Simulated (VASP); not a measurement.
Here is a VASP 6.6.1 calculation.

File INCAR:

```
SYSTEM = Mg3Te2O
ALGO = Normal
EDIFF = 1E-6
ENCUT = 600
GGA = PE
GGA_COMPAT = .False.
ISIF = 2
ISMEAR = 0
LASPH = .True.
LCHARG = .False.
LREAL = .False.
LWAVE = .False.
NBANDS = 21
NELM = 120
PREC = Accurate
SIGMA = 0.15
```

The input KPOINTS:

```
k-points
0
Gamma
  3 3 2
  0 0 0
```

POSCAR

```
Mg3Te2O
1.0
    5.9191625990      0.0000000000      0.0000000000
   -2.9595812995      5.1261451799      0.0000000000
    0.0000000000      0.0000000000      4.9780207868
Mg Te O
3 2 1
Direct
    0.5000000000      0.0000000000      0.0000000000
    0.0000000000      0.5000000000      0.0000000000
    0.5000000000      0.5000000000      0.0000000000
    0.3333333333      0.6666666667      0.5000000000
    0.6666666667      0.3333333333      0.5000000000
    0.0000000000      0.0000000000      0.5000000000
```

Potentials or basis: VASP PAW PBE potentials, release 64 (Mg, Te, O).

Launch:

```bash
$ cat potpaw_PBE.64/Mg/POTCAR potpaw_PBE.64/Te/POTCAR potpaw_PBE.64/O/POTCAR > POTCAR
$ mpirun -np 1 vasp_std > vasp.out
```

Task: Estimate the pressure.

Result: 0.2 GPa.

Task: Estimate the band gap on the k mesh.

Result: Zero (band 12 reaches 4.05 eV, above the bottom of band 13 at 3.06 eV).

Stress tensor (GPa, compression positive):
```
 0.27  0.00  0.00
 0.00  0.27  0.00
 0.00  0.00 -0.10
```

Caveat: the k points lie up to 0.63 Å⁻¹ apart; spin-orbit coupling is left out, which moves the levels of the heavy elements.
